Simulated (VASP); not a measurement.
# SiW4 (Cmmm) in VASP: single point with PBE

Aim: the single point of SiW4 with PBE.

Everything below comes from runs of VASP 6.6.1. Logs are shortened: lines on timing, memory, paths and dates and some standing lists are left out, and cuts for length are marked.

### Step 1. The cell of the first run

It takes space group Cmmm (No. 65, orthorhombic). The conventional cell has a = 7.277 Å, b = 8.144 Å, c = 2.889 Å, α = 90.00°, β = 90.00°, γ = 90.00°. Si (site symmetry mmm) has 6 W at 2.40 to 2.49 Å and 2 Si at 2.89 Å within 3.2 Å. W (site symmetry m2m) has 2 Si at 2.49 Å and 6 W at 2.79 to 2.89 Å within 3.3 Å. Within 3.2 Å of W (site symmetry 2mm) lie 1 Si at 2.40 Å and 7 W at 2.47 to 2.89 Å.

### Step 2. Single point, PBE

The input, POSCAR:

```
SiW4
1.0
    3.6385179637     -4.0720490149      0.0000000000
    3.6385179637      4.0720490149      0.0000000000
    0.0000000000      0.0000000000      2.8887245621
Si W
1 4
Direct
    0.0000000000      0.0000000000      0.0000000000
    0.7503596378      0.2496403622      0.5000000000
    0.2496403622      0.7503596378      0.5000000000
    0.3303680856      0.3303680856      0.0000000000
    0.6696319144      0.6696319144      0.0000000000
```

The input, INCAR.step1:

```
SYSTEM = SiW4
PREC = Accurate
ENCUT = 520
EDIFF = 1E-6
ISMEAR = 0
SIGMA = 0.1
LREAL = .False.
LASPH = .True.
NELM = 100
ALGO = Fast
ISIF = 2
LWAVE = .False.
LCHARG = .True.
LMAXMIX = 4
GGA = PE
NBANDS = 38
```

The input, KPOINTS.step1:

```
regular mesh
0
Gamma
  8 8 14
  0 0 0
```

The input, INCAR.step2:

```
SYSTEM = SiW4
PREC = Accurate
ENCUT = 520
EDIFF = 1E-6
ISMEAR = -5
SIGMA = 0.1
LREAL = .False.
LASPH = .True.
NELM = 100
ALGO = Fast
ISIF = 2
LWAVE = .False.
LCHARG = .False.
LMAXMIX = 4
GGA = PE
LORBIT = 11
NBANDS = 38
NEDOS = 1001
ICHARG = 11
```

The input, KPOINTS.step2:

```
regular mesh
0
Gamma
  12 12 21
  0 0 0
```

Potentials or basis: VASP PAW PBE potentials, release 64 (Si, W_sv).

Launch:

```console
$ cat potpaw_PBE.64/Si/POTCAR potpaw_PBE.64/W_sv/POTCAR > POTCAR
$ cp INCAR.step1 INCAR
$ cp KPOINTS.step1 KPOINTS
$ mpirun -np 1 vasp_std > vasp.out
$ cp INCAR.step2 INCAR
$ cp KPOINTS.step2 KPOINTS
$ mpirun -np 1 vasp_std > vasp.out
```

OUTCAR:

```text
SYSTEM = SiW4
   PREC = Accurate
   ENCUT = 520
   EDIFF = 1E-6
   ISMEAR = -5
   LREAL = .False.
   LASPH = .True.
   NELM = 100
   ISIF = 2
   GGA = PE
   LORBIT = 11
   ICHARG = 11

 ion  position               nearest neighbor table
   1  0.000  0.000  0.000-   4 2.40   5 2.40   2 2.49   3 2.49   2 2.49   3 2.49
   2  0.750  0.250  0.500-   1 2.49   1 2.49   5 2.79   4 2.79   4 2.79   5 2.79   4 3.46   4 3.46
                             5 3.46   5 3.46
   3  0.250  0.750  0.500-   1 2.49   1 2.49   5 2.79   4 2.79   4 2.79   5 2.79   4 3.46   4 3.46
                             5 3.46   5 3.46
   4  0.330  0.330  0.000-   1 2.40   5 2.47   3 2.79   2 2.79   2 2.79   3 2.79   3 3.46   3 3.46
                             2 3.46   2 3.46
   5  0.670  0.670  0.000-   1 2.40   4 2.47   3 2.79   2 2.79   2 2.79   3 2.79   2 3.46   2 3.46
                             3 3.46   3 3.46

  LATTYP: Found a base centered orthorhombic cell.
 ALAT       =     7.2770359274
 B/A-ratio  =     1.1191504496
 C/A-ratio  =     0.3969644497

  Lattice vectors:

 A1 = (   3.6385179637,  -4.0720490149,   0.0000000000)
 A2 = (   3.6385179637,   4.0720490149,   0.0000000000)
 A3 = (   0.0000000000,   0.0000000000,   2.8887245621)

Analysis of symmetry for initial positions (statically):
=====================================================================
 Subroutine PRICEL returns:
 Original cell was already a primitive cell.

 Routine SETGRP: Setting up the symmetry group for a
 base centered orthorhombic supercell.

 Subroutine GETGRP returns: Found  8 space group operations
 (whereof  8 operations were pure point group operations)
 out of a pool of  8 trial point group operations.

The static configuration has the point symmetry D_2h.

Analysis of symmetry for dynamics (positions and initial velocities):
=====================================================================
 Subroutine PRICEL returns:
 Original cell was already a primitive cell.

 Routine SETGRP: Setting up the symmetry group for a
 base centered orthorhombic supercell.

 Subroutine GETGRP returns: Found  8 space group operations
 (whereof  8 operations were pure point group operations)
 out of a pool of  8 trial point group operations.

The dynamic configuration has the point symmetry D_2h.

 Subroutine INISYM returns: Found  8 space group operations
 (whereof  8 operations are pure point group operations),
 and found     1 'primitive' translations

----------------------------------------------------------------------------------------

                                     Primitive cell

  volume of cell :      85.6000

  direct lattice vectors                    reciprocal lattice vectors
     3.638517964 -4.072049015  0.000000000     0.137418588 -0.122788306  0.000000000
     3.638517964  4.072049015  0.000000000     0.137418588  0.122788306  0.000000000
     0.000000000  0.000000000  2.888724562     0.000000000  0.000000000  0.346173537

  length of vectors
     5.460805449  5.460805449  2.888724562     0.184284661  0.184284661  0.346173537

  position of ions in fractional coordinates (direct lattice)
     0.000000000  0.000000000  0.000000000
     0.750359638  0.249640362  0.500000000
     0.249640362  0.750359638  0.500000000
     0.330368086  0.330368086  0.000000000
     0.669631914  0.669631914  0.000000000

  ion indices of the primitive-cell ions
   primitive index   ion index
                 1           1
                 2           2
                 3           3
                 4           4
                 5           5

----------------------------------------------------------------------------------------

 KPOINTS: regular mesh

Automatic generation of k-mesh.
 Grid dimensions read from file:
 generate k-points for:   12   12   21

 Generating k-lattice:

  Cartesian coordinates                     Fractional coordinates (reciprocal lattice)
     0.011451549 -0.010232359  0.000000000     0.083333333  0.000000000  0.000000000
     0.011451549  0.010232359  0.000000000     0.000000000  0.083333333  0.000000000
     0.000000000  0.000000000  0.016484454     0.000000000  0.000000000  0.047619048

  Length of vectors
     0.015357055  0.015357055  0.016484454

  Shift w.r.t. Gamma in fractional coordinates (k-lattice)
     0.000000000  0.000000000  0.000000000

 TETIRR: Found   4542 inequivalent tetrahedra from    18144

 Subroutine IBZKPT returns following result:
 ===========================================

 Found    473 irreducible k-points:

 Following reciprocal coordinates:
            Coordinates               Weight
  0.000000  0.000000  0.000000      1.000000
  0.083333  0.000000  0.000000      4.000000
  0.166667 -0.000000  0.000000      4.000000
  0.250000  0.000000  0.000000      4.000000
  0.333333 -0.000000  0.000000      4.000000
  0.416667 -0.000000  0.000000      4.000000
[... 16 lines left out ...]
  0.500000  0.166667  0.000000      4.000000
 -0.416667  0.166667  0.000000      4.000000
 [... further k-points ...]
   k-points           NKPTS =    473   k-points in BZ     NKDIM =    473   number of bands    NBANDS=     38
   number of dos      NEDOS =   1001   number of ions     NIONS =      5
   total plane-waves  NPLWV =  42336
   dimension x,y,z NGX =    42 NGY =   42 NGZ =   24
   dimension x,y,z NGXF=    84 NGYF=   84 NGZF=   48
   ions per type =               1   4
   NGX,Y,Z   is equivalent  to a cutoff of  12.79, 12.79, 13.81 a.u.
   NGXF,Y,Z  is equivalent  to a cutoff of  25.57, 25.57, 27.62 a.u.
 SYSTEM =  SiW4
   PREC   = accura    normal or accurate (medium, high low for compatibility)
   ISTART =      0    job   : 0-new  1-cont  2-samecut
   ICHARG =     11    charge: 1-file 2-atom 10-const
   ISPIN  =      1    spin polarized calculation?
   LNONCOLLINEAR =      F non collinear calculations
   LSORBIT =      F    spin-orbit coupling
   LASPH  =      T    aspherical Exc in radial PAW
   ENCUT  =  520.0 eV  38.22 Ry    6.18 a.u.  10.15 10.15  5.37*2*pi/ulx,y,z
   NELM   =    100;   NELMIN=  2; NELMDL=  0     # of ELM steps
   EDIFF  = 0.1E-05   stopping-criterion for ELM
   LREAL  =      F    real-space projection
   EDIFFG = 0.1E-04   stopping-criterion for IOM
   NSW    =      0    number of steps for IOM
   IBRION =     -1    ionic relax: 0-MD 1-quasi-New 2-CG
   NFREE  =      0    steps in history (QN), initial steepest desc. (CG)
   ISIF   =      2    stress and relaxation
   ISYM   =      2    0-nonsym 1-usesym 2-fastsym
   POTIM  = 0.5000    time-step for ionic-motion
   TEBEG  =    0.0;   TEEND  =   0.0 temperature during run
   PSTRESS=    0.0 pullay stress
   NELECT =      60.0000    total number of electrons
   NUPDOWN=      -1.0000    fix difference up-down
   EMIN   =  10.00;   EMAX   =-10.00  energy-range for DOS
   EFERMI =   0.00;   METHOD = LEGACY
   ISMEAR =    -5;   SIGMA  =   0.10  broadening in eV -4-tet -1-fermi 0-gaus
   EFERMI_NEDOS =   21; number of points for ismear=-14 and -15
   IALGO  =     68    algorithm
   IMIX   =      4    mixing-type and parameters
     AMIX     =   0.40;   BMIX     =  1.00
     AMIX_MAG =   1.60;   BMIX_MAG =  1.00
  volume/ion in A,a.u.               =      17.12       115.53
  Fermi-wavevector in a.u.,A,eV,Ry     =   1.454233  2.748102 28.773519  2.114794
  Thomas-Fermi vector in A             =   2.571408
   LORBIT       =     11    0 simple, 1 ext, 2 COOP (PROOUT), +10 PAW based schemes
   GGA     = PE    functional components
   LHFCALC =     F    Hartree Fock is set to
   AEXX    =    0.0000 exact exchange contribution
   IVDW    =     0    specifies the selected vdW correction
   LEPSILON=     F    determine dielectric tensor
   LRPA    =     F    only Hartree local field effects (RPA)
 non-spin polarized calculation
 RMM-DIIS sequential band-by-band and
 Fermi weights with tetrahedron method with Bloechl corrections
  energy-cutoff  :      520.00
  volume of cell :       85.60
 maximum number of plane-waves:      2329
 NGX is ok and might be reduce to    42

 number of electron      60.0000003 magnetization

 Free energy of the ion-electron system (eV)
  ---------------------------------------------------
  ext. energy  EPLUGINS =         0.00000000
  ---------------------------------------------------
  free energy    TOTEN  =       -53.60303342 eV

  energy without entropy =      -53.60303342  energy(sigma->0) =      -53.60303342

 E-fermi :   9.4468     XC(G=0): -12.5591

 val. band max:        9.4691435076   @ k =   0.0833   0.0000   0.3333
 cond. band min:       9.4167733673   @ k =  -0.0833   0.0833   0.1905
 fundamental gap:     -0.0523701403
 Fermi energy:         9.4468354595

 k-point     1 :       0.0000    0.0000    0.0000
  band No.  band energies     occupation
      1     -64.4318      2.00000
      2     -64.4025      2.00000
      3     -64.3178      2.00000
      4     -64.2453      2.00000
      5     -29.3500      2.00000
      6     -28.9658      2.00000
[... 30 lines left out ...]
     37      12.8277      0.00000
     38      13.1403      0.00000

 k-point     2 :       0.0833    0.0000    0.0000
  band No.  band energies     occupation
      1     -64.4317      2.00000
      2     -64.4025      2.00000
      3     -64.3179      2.00000
      4     -64.2453      2.00000
      5     -29.3481      2.00000
      6     -28.9648      2.00000
[... 30 lines left out ...]
     37      12.7170      0.00000
     38      13.1142      0.00000
[... 859 lines left out ...]
     37      12.0735      0.00000
     38      13.1815      0.00000

 k-point    24 :      -0.4167    0.1667    0.0000
  band No.  band energies     occupation
      1     -64.4290      2.00000
      2     -64.4032      2.00000
      3     -64.3199      2.00000
      4     -64.2453      2.00000
      5     -29.3177      2.00000
      6     -28.9465      2.00000
[... 30 lines left out ...]
     37      11.9522      0.00000
     38      13.0542      0.00000

 [... further k-points ...]

------------------------ aborting loop because EDIFF is reached ----------------------------------------

  FORCE on cell =-STRESS in cart. coord.  units (eV):
  Direction    XX          YY          ZZ          XY          YZ          ZX
  --------------------------------------------------------------------------------------
  -------------------------------------------------------------------------------------
  Total        0.1641801      0.1012303      0.1975991     -0.0000000      0.0000000      0.0000000
  in kB        3.0729631      1.8947313      3.6984687     -0.0000000      0.0000000      0.0000000
  external PRESSURE =       2.8887210 kB  Pullay stress =       0.0000000 kB

 VOLUME and BASIS-vectors are now :
 -----------------------------------------------------------------------------
  energy-cutoff  :      520.00
  volume of cell :       85.60
      direct lattice vectors                 reciprocal lattice vectors
     3.638517964 -4.072049015  0.000000000     0.137418588 -0.122788306  0.000000000
     3.638517964  4.072049015  0.000000000     0.137418588  0.122788306  0.000000000
     0.000000000  0.000000000  2.888724562     0.000000000  0.000000000  0.346173537

 POSITION                                       TOTAL-FORCE (eV/Angst)
 -----------------------------------------------------------------------------------
      0.00000      0.00000      0.00000        -0.000000     -0.000000      0.000000
      3.63852     -2.03895      1.44436        -0.000000     -0.004981      0.000000
      3.63852      2.03895      1.44436        -0.000000      0.004981     -0.000000
      2.40410      0.00000      0.00000        -0.065768      0.000000      0.000000
      4.87294      0.00000      0.00000         0.065768      0.000000      0.000000
 -----------------------------------------------------------------------------------
    total drift:                                0.000000     -0.000000      0.000000

  FREE ENERGIE OF THE ION-ELECTRON SYSTEM (eV)
  ---------------------------------------------------
  free  energy   TOTEN  =       -53.6030334209 eV

  energy  without entropy=      -53.6030334209  energy(sigma->0) =      -53.60303342

 total charge

# of ion       s       p       d       tot
------------------------------------------
    1        0.792   1.021   0.000   1.813
    2        2.370   6.261   3.346  11.976
    3        2.370   6.261   3.346  11.976
    4        2.411   6.267   3.415  12.093
    5        2.411   6.267   3.415  12.093
--------------------------------------------------
tot         10.354  26.075  13.521  49.950
```

Wall time 16 min (1 thread of Intel Xeon Platinum 8559C (Emerald Rapids), shared host); peak memory 1.1 GiB.

Results:

```
Valence electrons inside the program's atomic spheres : Si 1.81; W 11.98, 12.09 (each value once)
```

Caveat: spin-orbit coupling is left out, which moves the levels of the heavy elements; tetrahedron occupations give inexact forces and stress in metals.
